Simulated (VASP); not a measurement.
# BiTe in VASP: a series of runs

BiTe is run at these levels: PBE; tasks: relaxation of shape and atoms at fixed volume, single point.

Everything below comes from runs of VASP 6.6.1. Logs are shortened: lines on timing, memory, paths and dates and some standing lists are left out, and cuts for length are marked.

## (1) The cell of the first run

The structure is hexagonal, space group P6_3/mmc (No. 194). The conventional cell has a = 4.167 Å, b = 4.167 Å, c = 8.654 Å, α = 90.00°, β = 90.00°, γ = 120.00°. Within 4.3 Å of Bi (site symmetry -6m2) lie 6 Te at 3.24 Å and 6 Bi at 4.17 Å. Te (site symmetry -3m) has 6 Bi at 3.24 Å and 8 Te at 4.17 to 4.33 Å within 4.4 Å.

## (2) Relaxation of shape and atoms at fixed volume, PBE (32.53 Å³/atom)

INCAR reads:

```
PREC = Accurate
ENCUT = 600
EDIFF = 1E-6
ISMEAR = 0
SIGMA = 0.05
LREAL = F
LASPH = T
NELM = 100
ALGO = Normal
ISIF = 4
LWAVE = F
LCHARG = F
GGA = PE
IBRION = 2
NSW = 60
EDIFFG = -0.01
```

KPOINTS reads:

```
Automatic mesh
0
Gamma
  8 8 6
```

POSCAR reads:

```
BiTe
1.0
    4.1667809675      0.0000000000      0.0000000000
   -2.0833904837      3.6085381698      0.0000000000
    0.0000000000      0.0000000000      8.6538222878
Bi Te
2 2
Direct
    0.3333333333      0.6666666667      0.2500000000
    0.6666666667      0.3333333333      0.7500000000
    0.0000000000      0.0000000000      0.0000000000
    0.0000000000      0.0000000000      0.5000000000
```

Potentials or basis: VASP PAW PBE potentials, release 64 (Bi_d, Te).

Launch:

```bash
> cat potpaw_PBE.64/Bi_d/POTCAR potpaw_PBE.64/Te/POTCAR > POTCAR
> mpirun -np 1 vasp_std > vasp.out
```

OUTCAR:

```text
PREC = Accurate
   ENCUT = 600
   EDIFF = 1E-6
   ISMEAR = 0
   LREAL = F
   LASPH = T
   NELM = 100
   ISIF = 4
   GGA = PE
   IBRION = 2
   NSW = 60
   EDIFFG = -0.01

 ion  position               nearest neighbor table
   1  0.333  0.667  0.250-   3 3.24   4 3.24   3 3.24   4 3.24   3 3.24   4 3.24
   2  0.667  0.333  0.750-   3 3.24   4 3.24   3 3.24   4 3.24   3 3.24   4 3.24
   3  0.000  0.000  0.000-   1 3.24   2 3.24   1 3.24   2 3.24   2 3.24   1 3.24
   4  0.000  0.000  0.500-   1 3.24   2 3.24   1 3.24   2 3.24   2 3.24   1 3.24

  LATTYP: Found a hexagonal cell.
 ALAT       =     4.1667809675
 C/A-ratio  =     2.0768603762

  Lattice vectors:

 A1 = (   4.1667809675,   0.0000000000,   0.0000000000)
 A2 = (  -2.0833904837,   3.6085381698,   0.0000000000)
 A3 = (   0.0000000000,   0.0000000000,   8.6538222878)

Analysis of symmetry for initial positions (statically):
=====================================================================
 Subroutine PRICEL returns:
 Original cell was already a primitive cell.

 Routine SETGRP: Setting up the symmetry group for a
 hexagonal supercell.

 Subroutine GETGRP returns: Found 24 space group operations
 (whereof 12 operations were pure point group operations)
 out of a pool of 24 trial point group operations.

The static configuration has the point symmetry D_3d.
 The point group associated with its full space group is D_6h.

Analysis of symmetry for dynamics (positions and initial velocities):
=====================================================================
 Subroutine PRICEL returns:
 Original cell was already a primitive cell.

 Routine SETGRP: Setting up the symmetry group for a
 hexagonal supercell.

 Subroutine GETGRP returns: Found 24 space group operations
 (whereof 12 operations were pure point group operations)
 out of a pool of 24 trial point group operations.

The dynamic configuration has the point symmetry D_3d.
 The point group associated with its full space group is D_6h.

 Subroutine INISYM returns: Found 24 space group operations
 (whereof 12 operations are pure point group operations),
 and found     1 'primitive' translations

----------------------------------------------------------------------------------------

                                     Primitive cell

  volume of cell :     130.1188

  direct lattice vectors                    reciprocal lattice vectors
     4.166780968  0.000000000  0.000000000     0.239993416  0.138560264  0.000000000
    -2.083390484  3.608538170  0.000000000     0.000000000  0.277120527  0.000000000
     0.000000000  0.000000000  8.653822288     0.000000000  0.000000000  0.115555874

  length of vectors
     4.166780968  4.166780967  8.653822288     0.277120527  0.277120527  0.115555874

  position of ions in fractional coordinates (direct lattice)
     0.333333333  0.666666667  0.250000000
     0.666666667  0.333333333  0.750000000
     0.000000000  0.000000000  0.000000000
     0.000000000  0.000000000  0.500000000

  ion indices of the primitive-cell ions
   primitive index   ion index
                 1           1
                 2           2
                 3           3
                 4           4

----------------------------------------------------------------------------------------

 KPOINTS: Automatic mesh

Automatic generation of k-mesh.
 Grid dimensions read from file:
 generate k-points for:    8    8    6

 Generating k-lattice:

  Cartesian coordinates                     Fractional coordinates (reciprocal lattice)
     0.029999177  0.017320033  0.000000000     0.125000000 -0.000000000  0.000000000
     0.000000000  0.034640066  0.000000000     0.000000000  0.125000000  0.000000000
     0.000000000  0.000000000  0.019259312     0.000000000  0.000000000  0.166666667

  Length of vectors
     0.034640066  0.034640066  0.019259312

  Shift w.r.t. Gamma in fractional coordinates (k-lattice)
     0.000000000  0.000000000  0.000000000

 Subroutine IBZKPT returns following result:
 ===========================================

 Found     40 irreducible k-points:

 Following reciprocal coordinates:
            Coordinates               Weight
  0.000000  0.000000  0.000000      1.000000
  0.125000 -0.000000  0.000000      6.000000
  0.250000 -0.000000  0.000000      6.000000
  0.375000  0.000000  0.000000      6.000000
  0.500000 -0.000000  0.000000      3.000000
  0.125000  0.125000  0.000000      6.000000
[... 16 lines left out ...]
  0.250000 -0.000000  0.333333     12.000000
  0.375000  0.000000  0.333333     12.000000
 [... further k-points ...]
   k-points           NKPTS =     40   k-points in BZ     NKDIM =     40   number of bands    NBANDS=     25
   number of dos      NEDOS =    301   number of ions     NIONS =      4
   total plane-waves  NPLWV =  90720
   dimension x,y,z NGX =    36 NGY =   36 NGZ =   70
   dimension x,y,z NGXF=    72 NGYF=   72 NGZF=  140
   ions per type =               2   2
   NGX,Y,Z   is equivalent  to a cutoff of  14.36, 14.36, 13.45 a.u.
   NGXF,Y,Z  is equivalent  to a cutoff of  28.73, 28.73, 26.89 a.u.
 SYSTEM =  unknown system
   PREC   = accura    normal or accurate (medium, high low for compatibility)
   ISTART =      0    job   : 0-new  1-cont  2-samecut
   ICHARG =      2    charge: 1-file 2-atom 10-const
   ISPIN  =      1    spin polarized calculation?
   LNONCOLLINEAR =      F non collinear calculations
   LSORBIT =      F    spin-orbit coupling
   LASPH  =      T    aspherical Exc in radial PAW
   ENCUT  =  600.0 eV  44.10 Ry    6.64 a.u.   8.32  8.32 17.28*2*pi/ulx,y,z
   NELM   =    100;   NELMIN=  2; NELMDL= -5     # of ELM steps
   EDIFF  = 0.1E-05   stopping-criterion for ELM
   LREAL  =      F    real-space projection
   EDIFFG = -.1E-01   stopping-criterion for IOM
   NSW    =     60    number of steps for IOM
   IBRION =      2    ionic relax: 0-MD 1-quasi-New 2-CG
   NFREE  =      1    steps in history (QN), initial steepest desc. (CG)
   ISIF   =      4    stress and relaxation
   ISYM   =      2    0-nonsym 1-usesym 2-fastsym
   POTIM  = 0.5000    time-step for ionic-motion
   TEBEG  =    0.0;   TEEND  =   0.0 temperature during run
   PSTRESS=    0.0 pullay stress
   NELECT =      42.0000    total number of electrons
   NUPDOWN=      -1.0000    fix difference up-down
   EMIN   =  10.00;   EMAX   =-10.00  energy-range for DOS
   EFERMI =   0.00;   METHOD = LEGACY
   ISMEAR =     0;   SIGMA  =   0.05  broadening in eV -4-tet -1-fermi 0-gaus
   EFERMI_NEDOS =   21; number of points for ismear=-14 and -15
   IALGO  =     38    algorithm
   IMIX   =      4    mixing-type and parameters
     AMIX     =   0.40;   BMIX     =  1.00
     AMIX_MAG =   1.60;   BMIX_MAG =  1.00
  volume/ion in A,a.u.               =      32.53       219.52
  Fermi-wavevector in a.u.,A,eV,Ry     =   1.122995  2.122153 17.158559  1.261118
  Thomas-Fermi vector in A             =   2.259659
   LORBIT       =      0    0 simple, 1 ext, 2 COOP (PROOUT), +10 PAW based schemes
   GGA     = PE    functional components
   LHFCALC =     F    Hartree Fock is set to
   AEXX    =    0.0000 exact exchange contribution
   IVDW    =     0    specifies the selected vdW correction
   LEPSILON=     F    determine dielectric tensor
   LRPA    =     F    only Hartree local field effects (RPA)
 conjugate gradient relaxation of ions
 non-spin polarized calculation
 Gauss-broadening in eV      SIGMA  =   0.05
  energy-cutoff  :      600.00
  volume of cell :      130.12
 maximum number of plane-waves:      4372
 NGX is ok and might be reduce to    36
   NGX = 17   NGY = 17   NGZ = 35

--------------------------------------- Ionic step        1  -------------------------------------------

 number of electron      41.9999992 magnetization

 Free energy of the ion-electron system (eV)
  ---------------------------------------------------
  ext. energy  EPLUGINS =         0.00000000
  ---------------------------------------------------
  free energy    TOTEN  =       -14.24377334 eV

  energy without entropy =      -14.24048182  energy(sigma->0) =      -14.24212758

------------------------ aborting loop because EDIFF is reached ----------------------------------------

  FORCE on cell =-STRESS in cart. coord.  units (eV):
  Direction    XX          YY          ZZ          XY          YZ          ZX
  --------------------------------------------------------------------------------------
  -------------------------------------------------------------------------------------
  Total        0.7307103      0.7307103      1.0527279      0.0000000      0.0000000      0.0000000
  in kB        8.9973763      8.9973763     12.9624406      0.0000000      0.0000000      0.0000000
  external PRESSURE =      10.3190644 kB  Pullay stress =       0.0000000 kB
[... 99 lines left out ...]
  energy  without entropy=      -14.2415977221  energy(sigma->0) =      -14.24317634

--------------------------------------- Ionic step        4  -------------------------------------------

 number of electron      41.9999994 magnetization

 Free energy of the ion-electron system (eV)
  ---------------------------------------------------
  ext. energy  EPLUGINS =         0.00000000
  ---------------------------------------------------
  free energy    TOTEN  =       -14.24481025 eV

  energy without entropy =      -14.24158861  energy(sigma->0) =      -14.24319943

 E-fermi :   7.0289     XC(G=0):  -9.6609

 val. band max:        7.0284830422   @ k =   0.3750   0.2500   0.1667
 cond. band min:       7.0616586029   @ k =   0.3750   0.0000   0.0000
 fundamental gap:      0.0331755607
 Fermi energy:         7.0289484440

 k-point     1 :       0.0000    0.0000    0.0000
  band No.  band energies     occupation
      1     -16.2516      2.00000
      2     -16.2483      2.00000
      3     -16.2356      2.00000
      4     -16.2356      2.00000
      5     -16.2354      2.00000
      6     -16.2354      2.00000
[... 661 lines left out ...]
     24       8.4327      0.00000
     25       9.3304      0.00000

 [... further k-points ...]

------------------------ aborting loop because EDIFF is reached ----------------------------------------

  FORCE on cell =-STRESS in cart. coord.  units (eV):
  Direction    XX          YY          ZZ          XY          YZ          ZX
  --------------------------------------------------------------------------------------
  -------------------------------------------------------------------------------------
  Total        0.7381357      0.7381357      0.7230038      0.0000000      0.0000000      0.0000000
  in kB        9.0888064      9.0888064      8.9024842      0.0000000      0.0000000      0.0000000
  external PRESSURE =       9.0266990 kB  Pullay stress =       0.0000000 kB
[... 19 lines left out ...]
  FREE ENERGIE OF THE ION-ELECTRON SYSTEM (eV)
  ---------------------------------------------------
  free  energy   TOTEN  =       -14.2448102473 eV

  energy  without entropy=      -14.2415886095  energy(sigma->0) =      -14.24319943

 reached required accuracy - stopping structural energy minimisation
```

Run time: 9.3 min. Hardware: 1 thread of Intel Xeon 8259CL, shared host; peak memory 0.39 GiB.

Results:

* Free energy: -14.2448 eV
* Energy gained by relaxing: 0.3 meV/atom
* Ionic steps: 4
* Pressure after relaxing: 0.9 GPa
* Band gap on the k mesh: zero (bands 21 and 22 overlap by 2.71 eV)

The path:
| step | energy change (eV) | largest force (eV/Å) | pressure (GPa) | volume (Å³) |
| --- | --- | --- | --- | --- |
| 1 | 0.0000 | 0.0000 | 1.03 | 130.12 |
| 2 | -0.0007 | 0.0000 | 0.99 | 130.12 |
| 3 | -0.0010 | 0.0000 | 0.87 | 130.12 |
| 4 | -0.0010 | 0.0000 | 0.90 | 130.12 |

Final structure:
```yaml
crystal:
  lattice:
    - [4.15332, 0.00000, 0.00000]
    - [-2.07666, 3.59688, 0.00000]
    - [0.00000, 0.00000, 8.71001]
  atoms:
    - { symbol: Bi, position: [0.33333, 0.66667, 0.25000] }
    - { symbol: Bi, position: [0.66667, 0.33333, 0.75000] }
    - { symbol: Te, position: [0.00000, 0.00000, 0.00000] }
    - { symbol: Te, position: [0.00000, 0.00000, 0.50000] }
```

Caveat: spin-orbit coupling is left out, which moves the levels of the heavy elements.

## (3) Relaxation of shape and atoms at fixed volume, PBE (33.86 Å³/atom)

This run uses another cell than the first one, of 33.86 Å³/atom.

INCAR reads:

```
ALGO     = Normal         # electronic algorithm
EDIFF    = 1E-6           # SCF threshold, eV
EDIFFG   = -0.01          # ionic threshold
ENCUT    = 600            # plane-wave cutoff, eV
GGA      = PE             # functional
IBRION   = 2              # ionic algorithm
ISIF     = 4              # what is computed and relaxed
ISMEAR   = 0              # smearing method
LASPH    = True           # aspherical terms in the spheres
LCHARG   = False          # write CHGCAR
LREAL    = False          # projectors in reciprocal space
LWAVE    = False          # write WAVECAR
NELM     = 80             # most SCF steps
NSW      = 60             # ionic steps
PREC     = Accurate       # precision mode
SIGMA    = 0.05           # smearing width, eV
```

KPOINTS reads:

```
k-points
0
Gamma
  8 8 6
```

POSCAR reads:

```
BiTe
1.0
    4.2227175880      0.0000000000      0.0000000000
   -2.1113587940      3.6569807043      0.0000000000
    0.0000000000      0.0000000000      8.7699948387
Bi Te
2 2
Direct
    0.3333333333      0.6666666667      0.2500000000
    0.6666666667      0.3333333333      0.7500000000
    0.0000000000      0.0000000000      0.0000000000
    0.0000000000      0.0000000000      0.5000000000
```

Potentials or basis: VASP PAW PBE potentials, release 64 (Bi_d, Te).

Launch:

```bash
> cat potpaw_PBE.64/Bi_d/POTCAR potpaw_PBE.64/Te/POTCAR > POTCAR
> mpirun -np 1 vasp_std > vasp.out
```

Run time: 7.3 min. Hardware: 1 thread of Intel Xeon 8259CL, shared host; peak memory 0.4 GiB.

Results (log left out):

| Item | Value |
| --- | --- |
| Free energy | -14.2453 eV |
| Energy gained by relaxing | 0.2 meV/atom |
| Ionic steps | 3 |
| Pressure after relaxing | -0.8 GPa |
| Band gap on the k mesh | zero (bands 21 and 22 overlap by 2.47 eV) |

The path:
```tsv
step	energy change (eV)	largest force (eV/Å)	pressure (GPa)	volume (Å³)
1	0.0000	0.0000	-0.91	135.43
2	-0.0005	0.0000	-0.90	135.43
3	-0.0007	0.0000	-0.82	135.43
```

Final structure:
```yaml
crystal:
  lattice:
    - [4.23637, 0.00000, 0.00000]
    - [-2.11819, 3.66881, 0.00000]
    - [0.00000, 0.00000, 8.71355]
  atoms:
    - { symbol: Bi, position: [0.33333, 0.66667, 0.25000] }
    - { symbol: Bi, position: [0.66667, 0.33333, 0.75000] }
    - { symbol: Te, position: [0.00000, 0.00000, 0.00000] }
    - { symbol: Te, position: [0.00000, 0.00000, 0.50000] }
```

Levels at points of the mesh, in eV from the Fermi level:
```csv
k point,band 19,band 20,band 21,band 22,band 23,band 24
"(0.00, 0.00, 0.00)",-0.79,-0.79,0.38,0.43,0.43,2.01
"(0.50, 0.00, 0.00)",-1.71,-1.70,-1.50,-0.76,-0.33,2.25
"(0.00, 0.00, 0.50)",-1.33,-1.33,1.27,1.27,1.27,1.27
"(0.50, 0.00, 0.50)",-2.54,-2.54,0.68,0.68,1.43,1.43
```

Caveat: spin-orbit coupling is left out, which moves the levels of the heavy elements.

## (4) Single point, PBE (atom 3 (Te) moved 0.05 Å along y)

INCAR reads:

```
SYSTEM = BiTe
ALGO = Normal
EDIFF = 1E-7
ENCUT = 520
GGA = PE
ISIF = 2
ISMEAR = 0
LASPH = .TRUE.
LCHARG = .FALSE.
LREAL = .FALSE.
LWAVE = .FALSE.
NBANDS = 29
NELM = 100
PREC = Accurate
SIGMA = 0.05
```

KPOINTS reads:

```
k-points
0
G
  8 8 6
  0 0 0
```

POSCAR reads:

```
BiTe
1.0
    4.1949357470      0.0000000000      0.0000000000
   -2.0974678735      3.6329209241      0.0000000000
    0.0000000000      0.0000000000      8.7122958338
Bi Te
2 2
Direct
    0.3333333333      0.6666666667      0.2500000000
    0.6666666667      0.3333333333      0.7500000000
    0.0068815150      0.0137630301      0.0000000000
    0.0000000000      0.0000000000      0.5000000000
```

Launch:

```bash
> cat potpaw_PBE.64/Bi_d/POTCAR potpaw_PBE.64/Te/POTCAR > POTCAR
> mpirun -np 1 vasp_std > vasp.out
```

It took 10 min on 1 thread of Intel Xeon 8259CL, shared host; peak memory 0.51 GiB.

The run converged. Its results:

```yaml
Free_energy: -14.2507 eV
Pressure: 0.0 GPa
Largest_force: 0.063 eV/Å
Band_gap_on_the_k_mesh: zero (bands 21 and 22 overlap by 2.55 eV)
```

Forces in eV/Å, atoms in the order of the input:
```
Bi   0.000  0.019  0.004
Bi   0.000  0.015 -0.004
Te   0.000 -0.063  0.000
Te   0.000  0.029  0.000
```

Levels at points of the mesh, in eV from the Fermi level:
| k point | band 18 | band 19 | band 20 | band 21 | band 22 | band 23 | band 24 | band 25 |
| --- | --- | --- | --- | --- | --- | --- | --- | --- |
| (0.00, 0.00, 0.00) | -0.98 | -0.75 | -0.75 | 0.48 | 0.50 | 0.50 | 2.10 | 2.10 |
| (0.50, 0.00, 0.00) | -1.94 | -1.77 | -1.74 | -1.50 | -0.77 | -0.30 | 2.26 | 2.99 |
| (0.00, 0.50, 0.00) | -1.95 | -1.78 | -1.72 | -1.49 | -0.77 | -0.31 | 2.26 | 3.06 |
| (0.00, 0.00, 0.50) | -1.31 | -1.26 | -1.25 | 1.31 | 1.31 | 1.38 | 1.38 | 2.05 |
| (0.50, 0.00, 0.50) | -3.72 | -2.54 | -2.53 | 0.64 | 0.69 | 1.46 | 1.48 | 1.80 |
| (0.00, 0.50, 0.50) | -3.70 | -2.55 | -2.53 | 0.62 | 0.72 | 1.47 | 1.48 | 1.78 |

Caveat: the cell differs from its parent crystal (atom 3 (Te) moved 0.05 Å along y); spin-orbit coupling is left out, which moves the levels of the heavy elements.

## (5) Summary

| task | cell | cutoff (eV) | gap on the mesh (eV) | pressure (GPa) |
| --- | --- | --- | --- | --- |
| relaxation of shape and atoms at fixed volume | relaxed from a = 4.167, b = 4.167, c = 8.654 Å, angles 90.0, 90.0, 120.0°, 4 atoms, atomic positions A | 600 | none | 0.9 |
| relaxation of shape and atoms at fixed volume | relaxed from a = 4.223, b = 4.223, c = 8.770 Å, angles 90.0, 90.0, 120.0°, 4 atoms, atomic positions A | 600 | none | -0.8 |
| single point | a = 4.195, b = 4.195, c = 8.712 Å, angles 90.0, 90.0, 120.0°, 4 atoms, atomic positions B | 520 | none | 0.0 |

Alike in all rows: level PBE; potentials or basis VASP PAW PBE potentials, release 64 (Bi_d, Te); no spin polarisation; k mesh 8 × 8 × 6; smearing gaussian 0.05 eV.

Caveats: spin-orbit coupling is left out, which moves the levels of the heavy elements.

Total energies depend on the potentials used, so only differences within one code and one set of settings carry meaning.

The gap in the log of VASP goes by the Fermi energy; the results here count the filled bands.